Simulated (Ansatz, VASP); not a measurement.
**One calculation of Sc, two programs**

The input INCAR:

```
SYSTEM = Sc
PREC = Accurate
ENCUT = 520
EDIFF = 1E-6
ISMEAR = -1
SIGMA = 0.1
LREAL = .False.
LASPH = .True.
NELM = 60
ALGO = Normal
ISIF = 2
LWAVE = .False.
LCHARG = .True.
GGA = RE
LELF = .True.
LVHAR = .True.
NBANDS = 18
```

File KPOINTS:

```
regular mesh
0
Gamma
  9 9 9
  0 0 0
```

Contents of POSCAR:

```
Sc
1.0
    0.0000000000      3.3926538185      3.3926538185
    3.3926538185      0.0000000000      3.3926538185
    3.3926538185      3.3926538185      0.0000000000
Sc
2
Direct
    0.1250000000      0.1250000000      0.1250000000
    0.8750000000      0.8750000000      0.8750000000
```

Input for Ansatz:

```yaml
crystal:
  lattice:
    - [0.0, 3.3926538185, 3.3926538185]
    - [3.3926538185, 0.0, 3.3926538185]
    - [3.3926538185, 3.3926538185, 0.0]
  atoms:
    - { symbol: Sc, position: [0.125, 0.125, 0.125] }
    - { symbol: Sc, position: [0.875, 0.875, 0.875] }
hamiltonian:
  xc: revpbe
  pseudopotentials:
    kind: paw
    azcp:
      Sc: "pseudopotentials/Sc.paw.azcp"
basis:
  ecutwfc: 420
  fft_grid_basis: typed
kpoints:
  mp_grid: { grid: [9, 9, 9], shift: [0, 0, 0] }
magnetization:
  spin_polarized: false
scf:
  occupations: { method: fermi_dirac, width: 0.1 }
  lower_state_search: "off"
output:
  stress: true
  write_density: true
  write_potential: true
  elf: true
  volumetric_format: npy
```

Alike in both runs: task single point; functional revPBE; k mesh 9 × 9 × 9; occupations fermi-dirac, width 0.1 eV; no spin polarisation.

|  | VASP | Ansatz |
| --- | --- | --- |
| version | VASP 6.6.1 | Ansatz 0.2.0 |
| potentials or method | VASP PAW PBE potentials, release 64 (Sc_sv), cutoff 520 eV | plane waves (420 eV) with PAW, scalar-relativistic |
| valence electrons in the cell | 22 | 22 |

|  | VASP | Ansatz | Ansatz less VASP |
| --- | --- | --- | --- |
| pressure (GPa) | 0.0 | 0.0 | +0.03 |

VASP's potentials were made for PBE, not for revPBE. With one functional, cell and mesh, what is left measures potentials, basis and numerics.
